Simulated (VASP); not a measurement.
Set up this calculation in VASP 6.6.1, as the native input.

```
Task                    : density of states
Functional              : PBE
Potentials or basis     : VASP PAW PBE potentials, release 64 (Ga_d, O)
Cutoff                  : 520 eV
k mesh                  : 6 × 6 × 6
Occupations             : gaussian, width 0.02 eV
Spin                    : no spin polarisation
Dipole correction       : no
k mesh for the DOS      : 9 × 9 × 9
Occupations for the DOS : tetrahedron
Further INCAR settings  : ALGO = Normal; EDIFF = 1e-06
```

Crystal: Ga2O3.

```
CELL_PARAMETERS angstrom
2.52866 1.45992 4.54169
-2.52866 1.45992 4.54169
0.00000 -2.91984 4.54169
ATOMIC_POSITIONS crystal
Ga 0.35577 0.35577 0.35577
Ga 0.14423 0.14423 0.14423
Ga 0.64423 0.64423 0.64423
Ga 0.85577 0.85577 0.85577
O 0.55316 0.94684 0.25000
O 0.25000 0.55316 0.94684
O 0.94684 0.25000 0.55316
O 0.44684 0.05316 0.75000
O 0.75000 0.44684 0.05316
O 0.05316 0.75000 0.44684
```

The input as run:

POSCAR

```
Ga2O3
1.0
    2.5286557284      1.4599200655      4.5416941020
   -2.5286557284      1.4599200655      4.5416941020
    0.0000000000     -2.9198401310      4.5416941020
Ga O
4 6
Direct
    0.3557656956      0.3557656956      0.3557656956
    0.1442343044      0.1442343044      0.1442343044
    0.6442343044      0.6442343044      0.6442343044
    0.8557656956      0.8557656956      0.8557656956
    0.5531629561      0.9468370439      0.2500000000
    0.2500000000      0.5531629561      0.9468370439
    0.9468370439      0.2500000000      0.5531629561
    0.4468370439      0.0531629561      0.7500000000
    0.7500000000      0.4468370439      0.0531629561
    0.0531629561      0.7500000000      0.4468370439
```

INCAR.step1

```
SYSTEM = Ga2O3
ALGO     = Normal         ! electronic algorithm
EDIFF    = 1E-6           ! SCF threshold, eV
ENCUT    = 520            ! plane-wave cutoff, eV
GGA      = PE             ! functional
ISIF     = 2              ! what is computed and relaxed
ISMEAR   = 0              ! smearing method
LASPH    = .TRUE.         ! aspherical terms in the spheres
LCHARG   = .TRUE.         ! write CHGCAR
LREAL    = .FALSE.        ! projectors in reciprocal space
LWAVE    = .FALSE.        ! write WAVECAR
NBANDS   = 55             ! bands
NELM     = 100            ! most SCF steps
PREC     = Accurate       ! precision mode
SIGMA    = 0.02           ! smearing width, eV
```

KPOINTS.step1

```
k-points
0
G
  6 6 6
  0 0 0
```

INCAR.step2

```
SYSTEM = Ga2O3
ALGO     = Normal         ! electronic algorithm
EDIFF    = 1E-6           ! SCF threshold, eV
ENCUT    = 520            ! plane-wave cutoff, eV
GGA      = PE             ! functional
ICHARG   = 11             ! starting density
ISIF     = 2              ! what is computed and relaxed
ISMEAR   = -5             ! smearing method
LASPH    = .TRUE.         ! aspherical terms in the spheres
LCHARG   = .FALSE.        ! write CHGCAR
LORBIT   = 11             ! projections on sites
LREAL    = .FALSE.        ! projectors in reciprocal space
LWAVE    = .FALSE.        ! write WAVECAR
NEDOS    = 1001           ! points of the DOS
NELM     = 100            ! most SCF steps
PREC     = Accurate       ! precision mode
SIGMA    = 0.02           ! smearing width, eV
```

KPOINTS.step2

```
k-points
0
G
  9 9 9
  0 0 0
```

Potentials or basis: VASP PAW PBE potentials, release 64 (Ga_d, O).

Command:

```console
$ cat potpaw_PBE.64/Ga_d/POTCAR potpaw_PBE.64/O/POTCAR > POTCAR
$ cp INCAR.step1 INCAR
$ cp KPOINTS.step1 KPOINTS
$ mpirun -np 1 vasp_std > vasp.out
$ cp INCAR.step2 INCAR
$ cp KPOINTS.step2 KPOINTS
$ mpirun -np 1 vasp_std > vasp.out
```

It gave:

```
Valence electrons inside the program's atomic spheres : Ga 11.59; O 5.05
```

It took 5.8 min on 1 thread of Intel(R) Xeon(R) Platinum 8375C CPU @ 2.90GHz (Ice Lake), on a shared host, peak memory 0.45 GiB.
